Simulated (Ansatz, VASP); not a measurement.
# One calculation of Si2Mo, two programs

```
Si Mo
1.0
    -1.65253    1.65253    3.99580
     1.65253   -1.65253    3.99580
     1.65253    1.65253   -3.99580
Si Mo
2 1
Direct
  0.32367 0.32367 0.00000
  0.67633 0.67633 0.00000
  0.00000 0.00000 0.00000
```

Alike in both runs: task single point; functional PBE; k mesh 18 × 18 × 18; occupations gaussian, width 0.1 eV; no spin polarisation.

|  | VASP | Ansatz |
| --- | --- | --- |
| version | VASP 6.6.1 | Ansatz 0.2.0 |
| potentials or method | VASP PAW PBE potentials, release 64 (Si, Mo_sv), cutoff 520 eV | scalar-relativistic, plane waves, PAW |
| valence electrons in the cell | 22 | 22 |

```tsv
	VASP	Ansatz	Ansatz less VASP
gap on the k mesh at the Fermi level (eV)	none	none	-
pressure (GPa)	-12.0	-12.1	-0.12
traceless stress, the component that is largest in VASP (GPa)	1.81	1.78	-0.030
rms of the force components (eV/Å)	0.670	0.672	+0.0018
```

Atom by atom the forces differ by 0.002 eV/Å (rms over components). A gap of «none» marks a metal or a gap that the smearing closes.
